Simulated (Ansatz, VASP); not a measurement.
**Se: VASP beside Ansatz**

```
Se
1.0
    -1.67239    1.67239    1.67239
     1.67239   -1.67239    1.67239
     1.67239    1.67239   -1.67239
Se
1
Direct
  0.00000 0.00000 0.00000
```

Alike in both runs: task single point; functional PBE; k mesh 14 × 14 × 14; occupations fermi-dirac, width 0.1 eV; no spin polarisation.

```csv
,VASP,Ansatz
version,VASP 6.6.1,Ansatz 0.2.0
potentials or method,"VASP PAW PBE potentials, release 64 (Se), cutoff 520 eV","plane waves (420 eV) with PAW, scalar-relativistic"
valence electrons in the cell,6,16
```

|  | VASP | Ansatz | Ansatz less VASP |
| --- | --- | --- | --- |
| pressure (GPa) | 7.8 | 7.8 | -0.02 |

VASP's potentials hold 6 valence electrons a cell and Ansatz's 16, so a difference there can come from the potentials and not from the codes.
